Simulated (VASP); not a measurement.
Input of a VASP 6.6.1 run:

File INCAR:

```
PREC = Accurate
ENCUT = 600
EDIFF = 1E-6
ISMEAR = 0
SIGMA = 0.1
LREAL = F
LASPH = T
NELM = 100
ALGO = Normal
ISIF = 3
LWAVE = F
LCHARG = F
GGA = PE
IBRION = 2
NSW = 90
EDIFFG = -0.04
```

File KPOINTS:

```
regular mesh
0
Gamma
  6 6 4
```

POSCAR

```
TaTlH4
1.0
    3.1073497262      0.0000000000      0.0000000000
    0.0000000000      3.1073497262      0.0000000000
    0.0000000000      0.0000000000      7.1761217108
Ta Tl H
1 1 4
Direct
    0.5000000000      0.5000000000      0.5000000000
    0.0000000000      0.0000000000      0.0000000000
    0.5000000000      0.0000000000      0.3396279206
    0.0000000000      0.5000000000      0.6603720794
    0.5000000000      0.0000000000      0.6603720794
    0.0000000000      0.5000000000      0.3396279206
```

Potentials or basis: VASP PAW PBE potentials, release 64 (Ta_pv, Tl_d, H).

The run is started by

```console
$ cat potpaw_PBE.64/Ta_pv/POTCAR potpaw_PBE.64/Tl_d/POTCAR potpaw_PBE.64/H/POTCAR > POTCAR
$ mpirun -np 1 vasp_std > vasp.out
```

**Question.** Predict the space group after relaxing (to 0.05 Å).

**Answer.** P4/mmm (No. 123).

**Question.** Estimate the relaxed volume.

**Answer.** 11.35 Å³/atom.

**Question.** What does it give for the band gap on the k mesh?

**Answer.** Zero (band 14 reaches 5.61 eV, above the bottom of band 15 at 3.79 eV).

**Question.** What does it give for the relaxed cell?

**Answer.** a = 3.086 Å, b = 3.086 Å, c = 7.150 Å, α = 90.00°, β = 90.00°, γ = 90.00°.

Final structure:
```xyz
6
Lattice="3.0860 0.0000 0.0000 0.0000 3.0860 0.0000 0.0000 0.0000 7.1497" Properties=species:S:1:pos:R:3 pbc="T T T"
Ta    1.5430    1.5430    3.5749
Tl    0.0000    3.0860    0.0000
H     1.5430    0.0000    2.4054
H     0.0000    1.5430    4.7443
H     1.5430    0.0000    4.7443
H     3.0860    1.5430    2.4054
```

Caveat: spin-orbit coupling is left out, which moves the levels of the heavy elements.
